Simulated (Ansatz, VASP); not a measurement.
**Two plane-wave programs on Cu**

```
Cu
1.0
     0.00000    1.75916    1.75916
     1.75916    0.00000    1.75916
     1.75916    1.75916    0.00000
Cu
1
Direct
  0.00000 0.00000 0.00000
```

Alike in both runs: functional LDA; k mesh 26 × 26 × 26; occupations fermi-dirac, width 0.1 eV; no spin polarisation.

Ansatz relaxed the structure, and its values are those at the end. VASP's run is a single point on that final structure, the one shown.

|  | VASP | Ansatz |
| --- | --- | --- |
| version | VASP 6.6.1 | Ansatz 0.2.0 |
| potentials or method | VASP PAW LDA potentials, release 64 (Cu_sv_GW) | PAW with Ansatz's default frozen-core files, scalar-relativistic |
| plane-wave cutoff (eV) | 820 | 420 |
| valence electrons in the cell | 19 | 19 |

```tsv
	VASP	Ansatz	Ansatz less VASP
pressure (GPa)	-0.8	0.0	+0.77
```

LDA's correlation is that of Perdew and Zunger in VASP and of Perdew and Wang (1992) in Ansatz.
